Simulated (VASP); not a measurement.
Here is a VASP 6.6.1 calculation.

The input INCAR:

```
SYSTEM = HfC
PREC = Accurate ; ENCUT = 520
EDIFF = 1E-6 ; ISMEAR = 0
SIGMA = 0.05 ; LREAL = .FALSE.
LASPH = .TRUE. ; NELM = 100
ALGO = Normal ; ISIF = 2
LWAVE = .FALSE. ; LCHARG = .FALSE.
GGA = PE ; NBANDS = 14
```

File KPOINTS:

```
Automatic mesh
0
G
  12 12 12
  0 0 0
```

Contents of POSCAR:

```
HfC
1.0
    2.9008889300      0.0000000000      0.0000000000
    0.0000000000      2.9008889300      0.0000000000
    0.0000000000      0.0000000000      2.9008889300
Hf C
1 1
Direct
    0.0000000000      0.0000000000      0.0275777536
    0.5000000000      0.5000000000      0.5000000000
```

Potentials or basis: VASP PAW PBE potentials, release 64 (Hf_pv, C).

Command:

```console
$ cat potpaw_PBE.64/Hf_pv/POTCAR potpaw_PBE.64/C/POTCAR > POTCAR
$ mpirun -np 1 vasp_std > vasp.out
```

Question: Predict the largest force.

Answer: 0.022 eV/Å.

Question: What does it give for the band gap on the k mesh?

Answer: Zero (band 7 reaches 7.67 eV, above the bottom of band 8 at 5.75 eV).

Stress tensor (GPa, compression positive):
```
-0.01  0.00  0.00
 0.00 -0.01  0.00
 0.00  0.00 -2.76
```

Caveat: the cell differs from its parent crystal (atom 1 (Hf) moved 0.08 Å along z); spin-orbit coupling is left out, which moves the levels of the heavy elements.
